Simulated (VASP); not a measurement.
Crystal: Ga.

```
Ga
1.0
     4.28052    0.00000    0.00000
    -2.14026    3.70704    0.00000
     0.00000    0.00000    2.57596
Ga
2
Direct
  0.33333 0.66667 0.50000
  0.66667 0.33333 0.50000
```

The cell was built from a structure type or drawn by symmetry, and may not be a known phase.

```yaml
Program: VASP 6.6.1
Task: relaxation of cell and atoms
Functional: PBE
Potentials_or_basis: VASP PAW PBE potentials, release 64 (Ga_d)
Cutoff: 600 eV
k_mesh: 6 × 6 × 6
Occupations: gaussian, width 0.1 eV
Spin: no spin polarisation
```

At the start: pressure 8.7 GPa; volume 20.44 Å³/atom.

Question: How do energy, volume and symmetry change on relaxing?

Answer: Over 5 steps the energy falls by 76.3 meV/atom and the volume is 23.52 Å³/atom (+15.1 %); space group P6/mmm (No. 191, to 0.1 Å) before and after.

Step by step:
```
step  energy change (eV)  largest force (eV/Å)  pressure (GPa)  volume (Å³)
   1              0.0000                0.0000            8.70        40.88
   2             -0.1507                0.0000           -0.49        47.79
   3             -0.1521                0.0000            0.03        47.06
   4             -0.1521                0.0000            0.33        46.93
   5             -0.1526                0.0000            0.02        47.04
```

Final structure:
```
CELL_PARAMETERS angstrom
4.46073 0.00000 0.00000
-2.23036 3.86310 0.00000
0.00000 0.00000 2.72984
ATOMIC_POSITIONS crystal
Ga 0.33333 0.66667 0.50000
Ga 0.66667 0.33333 0.50000
```

Caveat: the k points lie up to 0.38 Å⁻¹ apart in the final cell, too coarse for converged energies and pressures of a metal; the volume moved by over 15 % at a fixed basis, so the end points are rough.
